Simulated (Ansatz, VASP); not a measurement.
# Sc: VASP beside Ansatz

```
CELL_PARAMETERS angstrom
3.30900 0.00000 0.00000
-1.65450 2.86568 0.00000
0.00000 0.00000 5.27330
ATOMIC_POSITIONS crystal
Sc 0.66667 0.33333 0.75000
Sc 0.33333 0.66667 0.25000
```

Alike in both runs: task single point; functional PBE; k mesh 9 × 9 × 5; occupations gaussian, width 0.1 eV; no spin polarisation.

|  | VASP | Ansatz |
| --- | --- | --- |
| version | VASP 6.6.1 | Ansatz 0.2.0 |
| potentials or method | VASP PAW PBE potentials, release 64 (Sc_sv), cutoff 520 eV | all-electron LAPW, scalar-relativistic |

|  | VASP | Ansatz | Ansatz less VASP |
| --- | --- | --- | --- |
| gap on the k mesh at the Fermi level (eV) | none | none | - |
| pressure (GPa) | -0.7 | -0.7 | -0.02 |
| traceless stress, the component that is largest in VASP (GPa) | -1.01 | -1.02 | -0.003 |

A gap of «none» marks a metal or a gap that the smearing closes. Ansatz ran all-electron here, and VASP with PAW potentials.
